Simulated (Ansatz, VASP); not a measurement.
## RbBr in VASP and in Ansatz

```xyz
4
Lattice="4.9565 0.0000 0.0206 0.0000 4.9660 0.0000 -0.0489 0.0000 7.0148" Properties=species:S:1:pos:R:3 pbc="T T T"
Rb    3.7080    3.7245    1.7673
Rb    1.1996    1.2415    5.2680
Br    3.6788    3.7245    5.2747
Br    1.2288    1.2415    1.7607
```

Alike in both runs: functional PBE; k mesh 6 × 6 × 4; occupations gaussian, width 0.02 eV; no spin polarisation.

Ansatz relaxed the structure, and its values are those at the end. VASP's run is a single point on that final structure, the one shown.

|  | VASP | Ansatz |
| --- | --- | --- |
| version | VASP 6.6.1 | Ansatz 0.2.0 |
| potentials or method | VASP PAW PBE potentials, release 64 (Rb_sv, Br), cutoff 520 eV | scalar-relativistic, plane waves, PAW |
| valence electrons in the cell | 32 | 32 |

|  | VASP | Ansatz | Ansatz less VASP |
| --- | --- | --- | --- |
| gap on the k mesh at the Fermi level (eV) | 4.19 | 4.19 | +0.002 |
| least direct gap on the mesh (eV) | 4.19 | 4.19 | +0.002 |
| pressure (GPa) | 0.0 | 0.0 | -0.02 |

The functional is the same, so the differences come from potentials, cutoffs and numerics.
